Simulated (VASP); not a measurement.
Li2S:

```
CELL_PARAMETERS angstrom
0.00000 2.84529 2.84529
2.84529 0.00000 2.84529
2.84529 2.84529 0.00000
ATOMIC_POSITIONS crystal
Li 0.25000 0.25000 0.25000
Li 0.75000 0.75000 0.75000
S 0.00000 0.00000 0.00000
```

Base run:

- Program: VASP 6.6.1
- Functional: r2SCAN
- Potentials or basis: VASP PAW PBE potentials, release 64 (Li_sv, S)
- Cutoff: 830 eV
- k mesh: 8 × 8 × 8
- Occupations: gaussian, width 0.01 eV
- Spin: no spin polarisation

Its results: band gap on the k mesh 3.86 eV (least direct gap 5.05 eV); pressure -0.2 GPa.

The run is repeated on the same cell with these changes: functional from r2SCAN to PBE; cutoff from 830 eV to 750 eV; occupations from gaussian, width 0.01 eV to fermi-dirac, width 0.02 eV. What comes out?

Band gap on the k mesh 3.39 eV (least direct gap 4.29 eV); pressure 0.2 GPa.

Caveats: the PAW data sets were made with another functional, which shifts forces and pressure a little (at least some runs).

A k mesh can miss the band edges.
